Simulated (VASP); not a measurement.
Here is a VASP 6.6.1 calculation.

The input POSCAR:

```
Al2Pt
1.0
    0.0000000000      2.9518264309      2.9518264309
    2.9518264309      0.0000000000      2.9518264309
    2.9518264309      2.9518264309      0.0000000000
Pt Al
1 2
Direct
    0.0000000000      0.0000000000      0.0000000000
    0.2500000000      0.2500000000      0.2500000000
    0.7500000000      0.7500000000      0.7500000000
```

Contents of INCAR.step1:

```
SYSTEM = Al2Pt
  PREC = Accurate
  ENCUT = 520
  ISMEAR = -1
  SIGMA = 0.05
  LREAL = .FALSE.
  LASPH = .TRUE.
  NELM = 100
  NBANDS = 15
  GGA = PE
  ALGO = Normal
  EDIFF = 1E-4
  LWAVE = .TRUE.
  LCHARG = .FALSE.
```

File INCAR.step2:

```
SYSTEM = Al2Pt
  PREC = Accurate
  ENCUT = 520
  EDIFF = 1E-6
  ISMEAR = -1
  SIGMA = 0.05
  LREAL = .FALSE.
  LASPH = .TRUE.
  NELM = 100
  ALGO = Normal
  ISIF = 2
  LWAVE = .FALSE.
  LCHARG = .TRUE.
  METAGGA = R2SCAN
  LMIXTAU = .TRUE.
  LELF = .TRUE.
  LVHAR = .TRUE.
  NBANDS = 15
  ISTART = 1
```

File KPOINTS:

```
regular mesh
0
G
  13 13 13
  0 0 0
```

Potentials or basis: VASP PAW PBE potentials, release 64 (Pt, Al).

The run is started by

```sh
$ cat potpaw_PBE.64/Pt/POTCAR potpaw_PBE.64/Al/POTCAR > POTCAR
$ cp INCAR.step1 INCAR
$ mpirun -np 1 vasp_std > vasp.out
$ cp INCAR.step2 INCAR
$ mpirun -np 1 vasp_std > vasp.out
```

Problem. Predict the pressure.

Solution. -0.2 GPa.

Problem. What does it give for the band gap on the k mesh?

Solution. Zero (bands 8 and 9 overlap by 5.61 eV).

Caveat: the PAW data sets were made with another functional, which shifts forces and pressure a little; spin-orbit coupling is left out, which moves the levels of the heavy elements.
